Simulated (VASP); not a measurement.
F, 4 atoms in the cell. It takes space group C2/m (No. 12, monoclinic). Conventional cell: a = 6.144 Å, b = 3.409 Å, c = 7.217 Å, α = 90.00°, β = 113.16°, γ = 90.00°. F (site symmetry m) has 1 F at 1.35 Å within 1.8 Å. Within 1.8 Å of F (site symmetry m) lie 1 F at 1.35 Å. 

- Program: VASP 6.6.1
- Task: single point
- Functional: PBEsol
- Potentials or basis: VASP PAW PBE potentials, release 64 (F)
- Cutoff: 520 eV
- k mesh: 4 × 4 × 2
- Occupations: gaussian, width 0.05 eV
- Spin: no spin polarisation
- Dipole correction: no
- Further INCAR settings: ALGO = Normal; EDIFF = 1e-07; NBANDS = 22

Potentials or basis: VASP PAW PBE potentials, release 64 (F).

Launch:

```console
$ cat potpaw_PBE.64/F/POTCAR > POTCAR
$ mpirun -np 1 vasp_std > vasp.out
```

Hardware: 1 thread of Intel(R) Xeon(R) Platinum 8175M CPU @ 2.50GHz (Skylake/Cascade Lake) (shared host).

Task: Estimate the wall time of this run.

Result: It took 27 s on 1 thread of Intel(R) Xeon(R) Platinum 8175M CPU @ 2.50GHz (Skylake/Cascade Lake), with other jobs on the host, peak memory 0.18 GiB. Counts: scf iterations 14, k points 14.
